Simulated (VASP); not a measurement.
# Ta2N (P-3m1) in VASP: notebook

The runs below take Ta2N through single point, with PBE.

Program: VASP 6.6.1. These are calculated values, not measurements. Logs are shortened: lines on timing, memory, paths and dates and some standing lists are left out, and cuts for length are marked.

### Step 1. The cell of the first run

It takes space group P-3m1 (No. 164, trigonal). The conventional cell has a = 3.113 Å, b = 3.113 Å, c = 4.870 Å, α = 90.00°, β = 90.00°, γ = 120.00°. Ta (site symmetry 3m) has 3 N at 2.18 Å within 2.9 Å. N (site symmetry -3m) has 6 Ta at 2.18 Å within 2.9 Å.

### Step 2. Single point, PBE

Input file INCAR:

```
SYSTEM = Ta2N
PREC = Accurate
ENCUT = 520
EDIFF = 1E-7
ISMEAR = 0
SIGMA = 0.1
LREAL = .FALSE.
LASPH = .TRUE.
NELM = 80
ALGO = Normal
ISIF = 2
LWAVE = .FALSE.
LCHARG = .TRUE.
GGA = PE
LELF = .TRUE.
LVHAR = .TRUE.
NBANDS = 20
```

Input file KPOINTS:

```
Automatic mesh
0
G
  6 6 4
  0 0 0
```

Input file POSCAR:

```
Ta2N
1.0
    3.1128614800      0.0000000000      0.0000000000
   -1.5564307400      2.6958171200      0.0000000000
    0.0000000000      0.0000000000      4.8698411000
Ta N
2 1
Direct
    0.6666666700      0.3333333300      0.7452890300
    0.3333333300      0.6666666700      0.2547109700
    0.0000000000      0.0000000000      0.0000000000
```

Potentials or basis: VASP PAW PBE potentials, release 64 (Ta_pv, N).

The run is started by

```sh
$ cat potpaw_PBE.64/Ta_pv/POTCAR potpaw_PBE.64/N/POTCAR > POTCAR
$ mpirun -np 1 vasp_std > vasp.out
```

OUTCAR:

```text
SYSTEM = Ta2N
   PREC = Accurate
   ENCUT = 520
   EDIFF = 1E-7
   ISMEAR = 0
   LREAL = .FALSE.
   LASPH = .TRUE.
   NELM = 80
   ISIF = 2
   GGA = PE

 ion  position               nearest neighbor table
   1  0.667  0.333  0.745-   3 2.18   3 2.18   3 2.18   2 2.99   2 2.99   2 2.99   2 3.06   2 3.06
                             2 3.06
   2  0.333  0.667  0.255-   3 2.18   3 2.18   3 2.18   1 2.99   1 2.99   1 2.99   1 3.06   1 3.06
                             1 3.06
   3  0.000  0.000  0.000-   1 2.18   2 2.18   2 2.18   1 2.18   1 2.18   2 2.18

  LATTYP: Found a hexagonal cell.
 ALAT       =     3.1128614800
 C/A-ratio  =     1.5644258928

  Lattice vectors:

 A1 = (   3.1128614800,   0.0000000000,   0.0000000000)
 A2 = (  -1.5564307400,   2.6958171200,   0.0000000000)
 A3 = (   0.0000000000,   0.0000000000,   4.8698411000)

Analysis of symmetry for initial positions (statically):
=====================================================================
 Subroutine PRICEL returns:
 Original cell was already a primitive cell.

 Routine SETGRP: Setting up the symmetry group for a
 hexagonal supercell.

 Subroutine GETGRP returns: Found 12 space group operations
 (whereof 12 operations were pure point group operations)
 out of a pool of 24 trial point group operations.

The static configuration has the point symmetry D_3d.

Analysis of symmetry for dynamics (positions and initial velocities):
=====================================================================
 Subroutine PRICEL returns:
 Original cell was already a primitive cell.

 Routine SETGRP: Setting up the symmetry group for a
 hexagonal supercell.

 Subroutine GETGRP returns: Found 12 space group operations
 (whereof 12 operations were pure point group operations)
 out of a pool of 24 trial point group operations.

The dynamic configuration has the point symmetry D_3d.

 Subroutine INISYM returns: Found 12 space group operations
 (whereof 12 operations are pure point group operations),
 and found     1 'primitive' translations

----------------------------------------------------------------------------------------

                                     Primitive cell

  volume of cell :      40.8663

  direct lattice vectors                    reciprocal lattice vectors
     3.112861480  0.000000000  0.000000000     0.321247831  0.185472522  0.000000000
    -1.556430740  2.695817120  0.000000000     0.000000000  0.370945044  0.000000000
     0.000000000  0.000000000  4.869841100     0.000000000  0.000000000  0.205345509

  length of vectors
     3.112861480  3.112861480  4.869841100     0.370945044  0.370945044  0.205345509

  position of ions in fractional coordinates (direct lattice)
     0.666666670  0.333333330  0.745289030
     0.333333330  0.666666670  0.254710970
     0.000000000  0.000000000  0.000000000

  ion indices of the primitive-cell ions
   primitive index   ion index
                 1           1
                 2           2
                 3           3

----------------------------------------------------------------------------------------

 KPOINTS: Automatic mesh

Automatic generation of k-mesh.
 Grid dimensions read from file:
 generate k-points for:    6    6    4

 Generating k-lattice:

  Cartesian coordinates                     Fractional coordinates (reciprocal lattice)
     0.053541305  0.030912087  0.000000000     0.166666667  0.000000000  0.000000000
     0.000000000  0.061824174  0.000000000     0.000000000  0.166666667  0.000000000
     0.000000000  0.000000000  0.051336377     0.000000000  0.000000000  0.250000000

  Length of vectors
     0.061824174  0.061824174  0.051336377

  Shift w.r.t. Gamma in fractional coordinates (k-lattice)
     0.000000000  0.000000000  0.000000000

 Subroutine IBZKPT returns following result:
 ===========================================

 Found     24 irreducible k-points:

 Following reciprocal coordinates:
            Coordinates               Weight
  0.000000  0.000000  0.000000      1.000000
  0.166667  0.000000  0.000000      6.000000
  0.333333  0.000000  0.000000      6.000000
  0.500000  0.000000  0.000000      3.000000
  0.166667  0.166667  0.000000      6.000000
  0.333333  0.166667  0.000000     12.000000
[... 16 lines left out ...]
  0.333333  0.166667  0.500000     12.000000
  0.333333  0.333333  0.500000      2.000000
   k-points           NKPTS =     24   k-points in BZ     NKDIM =     24   number of bands    NBANDS=     20
   number of dos      NEDOS =    301   number of ions     NIONS =      3
   total plane-waves  NPLWV =  20736
   dimension x,y,z NGX =    24 NGY =   24 NGZ =   36
   dimension x,y,z NGXF=    48 NGYF=   48 NGZF=   72
   ions per type =               2   1
   NGX,Y,Z   is equivalent  to a cutoff of  12.82, 12.82, 12.29 a.u.
   NGXF,Y,Z  is equivalent  to a cutoff of  25.63, 25.63, 24.58 a.u.
 SYSTEM =  Ta2N
   PREC   = accura    normal or accurate (medium, high low for compatibility)
   ISTART =      0    job   : 0-new  1-cont  2-samecut
   ICHARG =      2    charge: 1-file 2-atom 10-const
   ISPIN  =      1    spin polarized calculation?
   LNONCOLLINEAR =      F non collinear calculations
   LSORBIT =      F    spin-orbit coupling
   LASPH  =      T    aspherical Exc in radial PAW
   ENCUT  =  520.0 eV  38.22 Ry    6.18 a.u.   5.79  5.79  9.05*2*pi/ulx,y,z
   NELM   =     80;   NELMIN=  2; NELMDL= -5     # of ELM steps
   EDIFF  = 0.1E-06   stopping-criterion for ELM
   LREAL  =      F    real-space projection
   EDIFFG = 0.1E-05   stopping-criterion for IOM
   NSW    =      0    number of steps for IOM
   IBRION =     -1    ionic relax: 0-MD 1-quasi-New 2-CG
   NFREE  =      0    steps in history (QN), initial steepest desc. (CG)
   ISIF   =      2    stress and relaxation
   ISYM   =      2    0-nonsym 1-usesym 2-fastsym
   POTIM  = 0.5000    time-step for ionic-motion
   TEBEG  =    0.0;   TEEND  =   0.0 temperature during run
   PSTRESS=    0.0 pullay stress
   NELECT =      27.0000    total number of electrons
   NUPDOWN=      -1.0000    fix difference up-down
   EMIN   =  10.00;   EMAX   =-10.00  energy-range for DOS
   EFERMI =   0.00;   METHOD = LEGACY
   ISMEAR =     0;   SIGMA  =   0.10  broadening in eV -4-tet -1-fermi 0-gaus
   EFERMI_NEDOS =   21; number of points for ismear=-14 and -15
   IALGO  =     38    algorithm
   IMIX   =      4    mixing-type and parameters
     AMIX     =   0.40;   BMIX     =  1.00
     AMIX_MAG =   1.60;   BMIX_MAG =  1.00
  volume/ion in A,a.u.               =      13.62        91.93
  Fermi-wavevector in a.u.,A,eV,Ry     =   1.425852  2.694469 27.661374  2.033054
  Thomas-Fermi vector in A             =   2.546192
   LORBIT       =      0    0 simple, 1 ext, 2 COOP (PROOUT), +10 PAW based schemes
   GGA     = PE    functional components
   LHFCALC =     F    Hartree Fock is set to
   AEXX    =    0.0000 exact exchange contribution
   IVDW    =     0    specifies the selected vdW correction
   LEPSILON=     F    determine dielectric tensor
   LRPA    =     F    only Hartree local field effects (RPA)
 non-spin polarized calculation
 Gauss-broadening in eV      SIGMA  =   0.10
  energy-cutoff  :      520.00
  volume of cell :       40.87
 maximum number of plane-waves:      1112
 NGX is ok and might be reduce to    24
   NGX = 11   NGY = 11   NGZ = 19

 number of electron      26.9999996 magnetization

 Free energy of the ion-electron system (eV)
  ---------------------------------------------------
  ext. energy  EPLUGINS =         0.00000000
  ---------------------------------------------------
  free energy    TOTEN  =       -34.37693226 eV

  energy without entropy =      -34.37081133  energy(sigma->0) =      -34.37387179

 E-fermi :   7.5530     XC(G=0): -12.8467

 val. band max:        7.3575689833   @ k =   0.1667   0.0000   0.0000
 cond. band min:       7.5621978039   @ k =   0.1667   0.0000   0.2500
 fundamental gap:      0.2046288206
 Fermi energy:         7.5530380501

 k-point     1 :       0.0000    0.0000    0.0000
  band No.  band energies     occupation
      1     -28.2226      2.00000
      2     -27.5084      2.00000
      3     -27.5084      2.00000
      4     -27.3831      2.00000
      5     -27.3831      2.00000
      6     -27.2689      2.00000
[... 12 lines left out ...]
     19       8.6230      0.00000
     20      12.3875      0.00000

 k-point     2 :       0.1667    0.0000    0.0000
  band No.  band energies     occupation
      1     -28.1436      2.00000
      2     -27.6606      2.00000
      3     -27.5614      2.00000
      4     -27.5320      2.00000
      5     -27.3972      2.00000
      6     -27.3014      2.00000
[... 12 lines left out ...]
     19      10.4269      0.00000
     20      12.1403      0.00000

 k-point     3 :       0.3333    0.0000    0.0000
  band No.  band energies     occupation
      1     -27.9915      2.00000
      2     -27.9274      2.00000
      3     -27.8014      2.00000
      4     -27.6563      2.00000
      5     -27.4349      2.00000
      6     -27.4021      2.00000
[... 12 lines left out ...]
     19      11.5875      0.00000
     20      12.8254      0.00000

 k-point     4 :       0.5000    0.0000    0.0000
  band No.  band energies     occupation
      1     -28.1260      2.00000
      2     -27.9274      2.00000
      3     -27.8002      2.00000
      4     -27.7006      2.00000
      5     -27.4998      2.00000
      6     -27.4561      2.00000
[... 12 lines left out ...]
     19      11.7001      0.00000
     20      11.8798      0.00000

 k-point     5 :       0.1667    0.1667    0.0000
  band No.  band energies     occupation
      1     -28.0092      2.00000
      2     -27.8182      2.00000
      3     -27.8054      2.00000
      4     -27.5886      2.00000
      5     -27.4740      2.00000
      6     -27.3693      2.00000
[... 12 lines left out ...]
     19      11.9287      0.00000
     20      12.1839      0.00000

 k-point     6 :       0.3333    0.1667    0.0000
  band No.  band energies     occupation
      1     -28.0558      2.00000
      2     -27.8844      2.00000
      3     -27.8032      2.00000
      4     -27.7353      2.00000
      5     -27.5458      2.00000
      6     -27.4950      2.00000
[... 12 lines left out ...]
     19      12.2001      0.00000
     20      12.7620      0.00000

 k-point     7 :       0.3333    0.3333    0.0000
  band No.  band energies     occupation
      1     -28.0465      2.00000
      2     -27.8278      2.00000
      3     -27.8278      2.00000
      4     -27.6987      2.00000
      5     -27.6379      2.00000
      6     -27.6379      2.00000
[... 12 lines left out ...]
     19      11.2019      0.00000
     20      14.5630      0.00000
[... 277 lines left out ...]
 k-point    20 :       0.3333    0.0000    0.5000
  band No.  band energies     occupation
      1     -28.0750      2.00000
      2     -28.0025      2.00000
      3     -27.5524      2.00000
      4     -27.5410      2.00000
      5     -27.5314      2.00000
      6     -27.5095      2.00000
[... 12 lines left out ...]
     19      11.5526      0.00000
     20      13.2310      0.00000

 k-point    21 :       0.5000    0.0000    0.5000
  band No.  band energies     occupation
      1     -28.1842      2.00000
      2     -28.1369      2.00000
      3     -27.5833      2.00000
      4     -27.5763      2.00000
      5     -27.5157      2.00000
      6     -27.5008      2.00000
[... 12 lines left out ...]
     19      11.8648      0.00000
     20      13.8582      0.00000

 k-point    22 :       0.1667    0.1667    0.5000
  band No.  band energies     occupation
      1     -27.9977      2.00000
      2     -27.9151      2.00000
      3     -27.6010      2.00000
      4     -27.5911      2.00000
      5     -27.4894      2.00000
      6     -27.4752      2.00000
[... 12 lines left out ...]
     19      11.3640      0.00000
     20      11.6844      0.00000

 k-point    23 :       0.3333    0.1667    0.5000
  band No.  band energies     occupation
      1     -28.1122      2.00000
      2     -28.0661      2.00000
      3     -27.7105      2.00000
      4     -27.7019      2.00000
      5     -27.4613      2.00000
      6     -27.4556      2.00000
[... 12 lines left out ...]
     19      11.9491      0.00000
     20      13.1269      0.00000

 k-point    24 :       0.3333    0.3333    0.5000
  band No.  band energies     occupation
      1     -28.0212      2.00000
      2     -28.0212      2.00000
      3     -27.9003      2.00000
      4     -27.8510      2.00000
      5     -27.4333      2.00000
      6     -27.4333      2.00000
[... 12 lines left out ...]
     19      12.9244      0.00000
     20      13.0021      0.00000

------------------------ aborting loop because EDIFF is reached ----------------------------------------

  FORCE on cell =-STRESS in cart. coord.  units (eV):
  Direction    XX          YY          ZZ          XY          YZ          ZX
  --------------------------------------------------------------------------------------
  -------------------------------------------------------------------------------------
  Total       -0.2379843     -0.2379843     -0.1119795      0.0000000      0.0000000      0.0000000
  in kB       -9.3302630     -9.3302630     -4.3901984      0.0000000      0.0000000      0.0000000
  external PRESSURE =      -7.6835748 kB  Pullay stress =       0.0000000 kB

 VOLUME and BASIS-vectors are now :
 -----------------------------------------------------------------------------
  energy-cutoff  :      520.00
  volume of cell :       40.87
      direct lattice vectors                 reciprocal lattice vectors
     3.112861480  0.000000000  0.000000000     0.321247831  0.185472522  0.000000000
    -1.556430740  2.695817120  0.000000000     0.000000000  0.370945044  0.000000000
     0.000000000  0.000000000  4.869841100     0.000000000  0.000000000  0.205345509

 POSITION                                       TOTAL-FORCE (eV/Angst)
 -----------------------------------------------------------------------------------
      1.55643      0.89861      3.62944         0.000000      0.000000      0.236306
     -0.00000      1.79721      1.24040        -0.000000     -0.000000     -0.236306
      0.00000      0.00000      0.00000         0.000000      0.000000      0.000000
 -----------------------------------------------------------------------------------
    total drift:                               -0.000000     -0.000000      0.000000

  FREE ENERGIE OF THE ION-ELECTRON SYSTEM (eV)
  ---------------------------------------------------
  free  energy   TOTEN  =       -34.3769322578 eV

  energy  without entropy=      -34.3708113275  energy(sigma->0) =      -34.37387179
```

Wall time 12 s (1 thread of Intel Xeon Platinum 8488C (Sapphire Rapids), shared host); peak memory 0.16 GiB.

What came out:

| Item | Value |
| --- | --- |
| Free energy | -34.3769 eV |
| Pressure | -0.8 GPa |
| Largest force | 0.236 eV/Å |

Forces on the atoms (eV/Å):
```
Ta   0.000  0.000  0.236
Ta   0.000  0.000 -0.236
N    0.000  0.000  0.000
```

Caveat: the k points lie up to 0.39 Å⁻¹ apart; spin-orbit coupling is left out, which moves the levels of the heavy elements.

### Step 3. Single point, PBE, collinear spin, ferromagnetic start

Input file INCAR:

```
ALGO = Normal
EDIFF = 1E-6
ENCUT = 520
GGA = PE
ISIF = 2
ISMEAR = 0
ISPIN = 2
LASPH = T
LCHARG = F
LMAXMIX = 4
LORBIT = 11
LREAL = F
LWAVE = F
MAGMOM = 1 1 0
NBANDS = 24
NELM = 150
PREC = Accurate
SIGMA = 0.1
```

Input file KPOINTS:

```
k-points
0
Gamma
  6 6 4
```

POSCAR is that of step 2.

Potentials or basis: VASP PAW PBE potentials, release 64 (Ta_pv, N).

The run is started by

```sh
$ cat potpaw_PBE.64/Ta_pv/POTCAR potpaw_PBE.64/N/POTCAR > POTCAR
$ mpirun -np 1 vasp_std > vasp.out
```

It took 33 s on 1 thread of Intel Xeon Platinum 8488C (Sapphire Rapids), shared host; peak memory 0.18 GiB.

The run converged. Its results:

```yaml
Free_energy: -34.3769 eV
Pressure: -0.8 GPa
Largest_force: 0.236 eV/Å
Net_moment: 0.00 μB per cell
Valence_electrons_inside_the_program's_atomic_spheres: Ta 8.88; N 3.75
```

Forces in eV/Å, atoms in the order of the input:
```
Ta   0.000  0.000  0.236
Ta   0.000  0.000 -0.236
N    0.000  0.000  0.000
```

Stress tensor (GPa, compression positive):
```
-0.93  0.00  0.00
 0.00 -0.93  0.00
 0.00  0.00 -0.44
```

Levels at points of the mesh, in eV from the Fermi level:
Spin up:
```csv
k point,band 9,band 10,band 11,band 12,band 13,band 14,band 15,band 16,band 17,band 18
"(0.00, 0.00, 0.00)",-6.13,-6.13,-5.05,-0.74,-0.32,-0.32,0.18,0.19,0.19,1.07
"(0.50, 0.00, 0.00)",-6.60,-6.44,-4.61,-2.70,-1.47,1.67,1.79,3.61,3.89,4.11
"(0.00, 0.00, 0.50)",-6.30,-6.30,-2.94,-2.73,-1.20,-1.20,1.68,1.81,2.20,2.20
"(0.50, 0.00, 0.50)",-6.75,-6.18,-3.36,-2.25,-2.20,-0.36,0.63,3.19,3.42,3.90
```
Spin down:
```tsv
k point	band 10	band 11	band 12	band 13	band 14	band 15	band 16	band 17
(0.00, 0.00, 0.00)	-6.13	-5.05	-0.74	-0.32	-0.32	0.18	0.19	0.19
(0.50, 0.00, 0.00)	-6.44	-4.61	-2.70	-1.47	1.67	1.79	3.61	3.89
(0.00, 0.00, 0.50)	-6.30	-2.94	-2.73	-1.20	-1.20	1.68	1.81	2.20
(0.50, 0.00, 0.50)	-6.18	-3.36	-2.25	-2.20	-0.36	0.63	3.19	3.42
```

Caveat: the k points lie up to 0.39 Å⁻¹ apart; spin-orbit coupling is left out, which moves the levels of the heavy elements.

### Step 4. Single point, PBE, collinear spin, ferromagnetic start

Input file INCAR:

```
SYSTEM = Ta2N
PREC     = Accurate       ! precision mode
ENCUT    = 520            ! plane-wave cutoff, eV
EDIFF    = 1E-6           ! SCF threshold, eV
ISMEAR   = 0              ! smearing method
SIGMA    = 0.1            ! smearing width, eV
LREAL    = .False.        ! projectors in reciprocal space
LASPH    = .True.         ! aspherical terms in the spheres
NELM     = 150            ! most SCF steps
ALGO     = Normal         ! electronic algorithm
ISIF     = 2              ! what is computed and relaxed
LWAVE    = .False.        ! write WAVECAR
LCHARG   = .False.        ! write CHGCAR
ISPIN    = 2              ! spin polarisation
MAGMOM   = 1 1 0          ! initial moments
LORBIT   = 11             ! projections on sites
LMAXMIX  = 4              ! l up to which the mixer works
GGA      = PE             ! functional
NBANDS   = 24             ! bands
```

Input file KPOINTS:

```
Automatic mesh
0
Gamma
  6 6 4
  0 0 0
```

POSCAR is that of step 3.

The run is started by

```sh
$ cat potpaw_PBE.64/Ta_pv/POTCAR potpaw_PBE.64/N/POTCAR > POTCAR
$ mpirun -np 1 vasp_std > vasp.out
```

Wall time 26 s (1 thread of Intel Xeon Platinum 8488C (Sapphire Rapids), shared host); peak memory 0.18 GiB.

Results (log left out):

- Free energy: -34.3769 eV
- Pressure: -0.8 GPa
- Largest force: 0.236 eV/Å
- Net moment: 0.00 μB per cell
- Valence electrons inside the program's atomic spheres: Ta 8.88; N 3.75

Forces on the atoms (eV/Å):
```
Ta   0.000  0.000  0.236
Ta   0.000  0.000 -0.236
N    0.000  0.000  0.000
```

Stress tensor (GPa, compression positive):
```
-0.93  0.00  0.00
 0.00 -0.93  0.00
 0.00  0.00 -0.44
```

Levels at points of the mesh, in eV from the Fermi level:
Spin up:
```tsv
k point	band 9	band 10	band 11	band 12	band 13	band 14	band 15	band 16	band 17	band 18
(0.00, 0.00, 0.00)	-6.13	-6.13	-5.05	-0.74	-0.32	-0.32	0.18	0.19	0.19	1.07
(0.50, 0.00, 0.00)	-6.60	-6.44	-4.61	-2.70	-1.47	1.67	1.79	3.61	3.89	4.11
(0.00, 0.00, 0.50)	-6.30	-6.30	-2.94	-2.73	-1.20	-1.20	1.68	1.81	2.20	2.20
(0.50, 0.00, 0.50)	-6.75	-6.18	-3.36	-2.25	-2.20	-0.36	0.63	3.19	3.42	3.90
```
Spin down:
| k point | band 9 | band 10 | band 11 | band 12 | band 13 | band 14 | band 15 | band 16 | band 17 | band 18 |
| --- | --- | --- | --- | --- | --- | --- | --- | --- | --- | --- |
| (0.00, 0.00, 0.00) | -6.13 | -6.13 | -5.05 | -0.74 | -0.32 | -0.32 | 0.18 | 0.19 | 0.19 | 1.07 |
| (0.50, 0.00, 0.00) | -6.60 | -6.44 | -4.61 | -2.70 | -1.47 | 1.67 | 1.79 | 3.61 | 3.89 | 4.11 |
| (0.00, 0.00, 0.50) | -6.30 | -6.30 | -2.94 | -2.73 | -1.20 | -1.20 | 1.68 | 1.81 | 2.20 | 2.20 |
| (0.50, 0.00, 0.50) | -6.75 | -6.18 | -3.36 | -2.25 | -2.20 | -0.36 | 0.63 | 3.19 | 3.42 | 3.90 |

Caveat: the k points lie up to 0.39 Å⁻¹ apart; spin-orbit coupling is left out, which moves the levels of the heavy elements.
